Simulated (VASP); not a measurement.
# Pb (Im-3m) in VASP: a series of runs

The runs below take Pb through single point, with RPBE.

Everything below comes from runs of VASP 6.6.1. Logs are shortened: lines on timing, memory, paths and dates and some standing lists are left out, and cuts for length are marked.

## Step 1: The cell of the first run

It takes space group Im-3m (No. 229, cubic). The conventional cell has a = 3.959 Å, b = 3.959 Å, c = 3.959 Å, α = 90.00°, β = 90.00°, γ = 90.00°. Within 4.5 Å of Pb (site symmetry m-3m) lie 14 Pb at 3.43 to 3.96 Å.

## Step 2: Single point, RPBE, collinear spin, ferromagnetic start

The input, INCAR:

```
SYSTEM = Pb
  PREC = Accurate
  ENCUT = 520
  EDIFF = 1E-7
  ISMEAR = -5
  SIGMA = 0.05
  LREAL = .False.
  LASPH = .True.
  NELM = 150
  ALGO = Normal
  ISIF = 2
  LWAVE = .False.
  LCHARG = .True.
  ISPIN = 2
  MAGMOM = 1
  LORBIT = 11
  NUPDOWN = 1.0
  GGA = RP
  LELF = .True.
  LVHAR = .True.
  NBANDS = 17
```

The input, KPOINTS:

```
regular mesh
0
Gamma
  9 9 9
  0 0 0
```

The input, POSCAR:

```
Pb
1.0
   -1.9796595667      1.9796595667      1.9796595667
    1.9796595667     -1.9796595667      1.9796595667
    1.9796595667      1.9796595667     -1.9796595667
Pb
1
Direct
    0.0000000000      0.0000000000      0.0000000000
```

Potentials or basis: VASP PAW PBE potentials, release 64 (Pb_d).

Run with:

```console
cat potpaw_PBE.64/Pb_d/POTCAR > POTCAR
mpirun -np 1 vasp_std > vasp.out
```

OUTCAR:

```text
SYSTEM = Pb
   PREC = Accurate
   ENCUT = 520
   EDIFF = 1E-7
   ISMEAR = -5
   LREAL = .False.
   LASPH = .True.
   NELM = 150
   ISIF = 2
   ISPIN = 2
   LORBIT = 11
   NUPDOWN = 1.0
   GGA = RP

 ion  position               nearest neighbor table
   1  0.000  0.000  0.000-

  LATTYP: Found a body centered cubic cell.
 ALAT       =     3.9593191334

  Lattice vectors:

 A1 = (  -1.9796595667,   1.9796595667,   1.9796595667)
 A2 = (   1.9796595667,  -1.9796595667,   1.9796595667)
 A3 = (   1.9796595667,   1.9796595667,  -1.9796595667)

Analysis of symmetry for initial positions (statically):
=====================================================================
 Subroutine PRICEL returns:
 Original cell was already a primitive cell.

 Routine SETGRP: Setting up the symmetry group for a
 body centered cubic supercell.

 Subroutine GETGRP returns: Found 48 space group operations
 (whereof 48 operations were pure point group operations)
 out of a pool of 48 trial point group operations.

The static configuration has the point symmetry O_h .

Analysis of symmetry for dynamics (positions and initial velocities):
=====================================================================
 Subroutine PRICEL returns:
 Original cell was already a primitive cell.

 Routine SETGRP: Setting up the symmetry group for a
 body centered cubic supercell.

 Subroutine GETGRP returns: Found 48 space group operations
 (whereof 48 operations were pure point group operations)
 out of a pool of 48 trial point group operations.

The dynamic configuration has the point symmetry O_h .

Analysis of structural, dynamic, and magnetic symmetry:
=====================================================================
 Subroutine PRICEL returns:
 Original cell was already a primitive cell.

 Routine SETGRP: Setting up the symmetry group for a
 body centered cubic supercell.

 Subroutine GETGRP returns: Found 48 space group operations
 (whereof 48 operations were pure point group operations)
 out of a pool of 48 trial point group operations.

The overall configuration has the point symmetry O_h .

 Subroutine INISYM returns: Found 48 space group operations
 (whereof 48 operations are pure point group operations),
 and found     1 'primitive' translations

----------------------------------------------------------------------------------------

                                     Primitive cell

  volume of cell :      31.0336

  direct lattice vectors                    reciprocal lattice vectors
[... 97 lines left out ...]
   PSTRESS=    0.0 pullay stress
   NELECT =      14.0000    total number of electrons
   NUPDOWN=       1.0000    fix difference up-down
   EMIN   =  10.00;   EMAX   =-10.00  energy-range for DOS
   EFERMI =   0.00;   METHOD = LEGACY
   ISMEAR =    -5;   SIGMA  =   0.05  broadening in eV -4-tet -1-fermi 0-gaus
   EFERMI_NEDOS =   21; number of points for ismear=-14 and -15
   IALGO  =     38    algorithm
   IMIX   =      4    mixing-type and parameters
     AMIX     =   0.40;   BMIX     =  1.00
     AMIX_MAG =   1.60;   BMIX_MAG =  1.00
  volume/ion in A,a.u.               =      31.03       209.42
  Fermi-wavevector in a.u.,A,eV,Ry     =   1.255568  2.372680 21.448927  1.576452
  Thomas-Fermi vector in A             =   2.389319
   LORBIT       =     11    0 simple, 1 ext, 2 COOP (PROOUT), +10 PAW based schemes
   GGA     = RP    functional components
   LHFCALC =     F    Hartree Fock is set to
   AEXX    =    0.0000 exact exchange contribution
   IVDW    =     0    specifies the selected vdW correction
   LEPSILON=     F    determine dielectric tensor
   LRPA    =     F    only Hartree local field effects (RPA)
 spin polarized calculation
 Fermi weights with tetrahedron method with Bloechl corrections
  energy-cutoff  :      520.00
  volume of cell :       31.03
 maximum number of plane-waves:       887
 NGX is ok and might be reduce to    28
   NGX = 13   NGY = 13   NGZ = 13

 number of electron      14.0000002 magnetization       1.0000000

 Free energy of the ion-electron system (eV)
  ---------------------------------------------------
  ext. energy  EPLUGINS =         0.00000000
  ---------------------------------------------------
  free energy    TOTEN  =        -2.48191006 eV

  energy without entropy =       -2.48191006  energy(sigma->0) =       -2.48191006

 E-fermi :   5.8111     XC(G=0):  -9.9151

 val. band max:        8.4487231714   @ k =  -0.2222   0.2222   0.2222
 cond. band min:       5.6961353424   @ k =   0.3333   0.3333   0.0000
 fundamental gap:     -2.7525878290
 Fermi energy:         8.4350985292

 spin component 1

 k-point     1 :       0.0000    0.0000    0.0000
  band No.  band energies     occupation
      1     -10.0530      1.00000
      2     -10.0530      1.00000
      3     -10.0530      1.00000
      4      -9.8196      1.00000
      5      -9.8196      1.00000
      6      -4.7954      1.00000
[... 459 lines left out ...]
      6      -0.5092      1.00000
[... 9 lines left out ...]
     16      28.6797      0.00000
     17      28.8629      0.00000

 [... further k-points ...]

 spin component 2

 k-point     1 :       0.0000    0.0000    0.0000
  band No.  band energies     occupation
      1      -9.9156      1.00000
      2      -9.9156      1.00000
      3      -9.9156      1.00000
      4      -9.7088      1.00000
      5      -9.7088      1.00000
      6      -4.0001      1.00000
[... 459 lines left out ...]
      6       0.1087      1.00000
[... 9 lines left out ...]
     16      29.5976      0.00000
     17      29.7355      0.00000

 [... further k-points ...]
[... 5 lines left out ...]
  --------------------------------------------------------------------------------------
  -------------------------------------------------------------------------------------
  Total        1.2058051      1.2058051      1.2058051     -0.0000000      0.0000000     -0.0000000
  in kB       62.2524095     62.2524095     62.2524095     -0.0000000      0.0000000     -0.0000000
  external PRESSURE =      62.2524095 kB  Pullay stress =       0.0000000 kB

 VOLUME and BASIS-vectors are now :
 -----------------------------------------------------------------------------
  energy-cutoff  :      520.00
  volume of cell :       31.03
      direct lattice vectors                 reciprocal lattice vectors
    -1.979659567  1.979659567  1.979659567     0.000000000  0.252568678  0.252568678
     1.979659567 -1.979659567  1.979659567     0.252568678  0.000000000  0.252568678
     1.979659567  1.979659567 -1.979659567     0.252568678  0.252568678  0.000000000

 POSITION                                       TOTAL-FORCE (eV/Angst)
 -----------------------------------------------------------------------------------
      0.00000      0.00000      0.00000         0.000000      0.000000      0.000000
 -----------------------------------------------------------------------------------
    total drift:                               -0.000000     -0.000000     -0.000000

  FREE ENERGIE OF THE ION-ELECTRON SYSTEM (eV)
  ---------------------------------------------------
  free  energy   TOTEN  =        -2.4819100559 eV

  energy  without entropy=       -2.4819100559  energy(sigma->0) =       -2.48191006

 total charge

# of ion       s       p       d       tot
------------------------------------------
    1        1.395   0.754   9.816  11.965

 magnetization (x)

# of ion       s       p       d       tot
------------------------------------------
    1        0.046   0.365   0.018   0.429
```

It took 23 s on 1 thread of Intel Xeon 6975P-C (Granite Rapids), shared host; peak memory 0.18 GiB.

What came out:

```yaml
Free_energy: -2.4819 eV
Pressure: 6.2 GPa
Net_moment: 1.00 μB per cell
Site_moments: Pb +0.43 μB
Valence_electrons_inside_the_program's_atomic_spheres: Pb 11.96
```

Caveat: the PAW data sets were made with another functional, which shifts forces and pressure a little; spin-orbit coupling is left out, which moves the levels of the heavy elements; the total moment is fixed, so each spin has its own Fermi level.

[end of part 1 of 2]
